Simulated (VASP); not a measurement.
The system is LiCl.

```xyz
2
Lattice="0.0000 2.5560 2.5560 2.5560 0.0000 2.5560 2.5560 2.5560 0.0000" Properties=species:S:1:pos:R:3 pbc="T T T"
Li    0.0000    0.0000    0.0000
Cl    2.5560    2.5560    2.5560
```

Base run:

```yaml
Program: VASP 6.6.1
Functional: PBE
Potentials_or_basis: VASP PAW PBE potentials, release 64 (Li_sv, Cl)
Cutoff: 520 eV
k_mesh: 6 × 6 × 6
Occupations: gaussian, width 0.01 eV
Spin: no spin polarisation
```

Its results: band gap on the k mesh 6.40 eV.

Question: After a change of settings the same cell gave: band gap on the k mesh 8.52 eV. Which change was it?
A. functional from PBE to HSE06
B. functional from PBE to PBE0; further incar settings from ALGO = Normal; EDIFF = 1e-06; NBANDS = 12 to ALGO = Normal; EDIFF = 1e-07; NBANDS = 12
C. functional from PBE to r2SCAN
D. k mesh from 6 × 6 × 6 to 8 × 8 × 8

Answer: B.
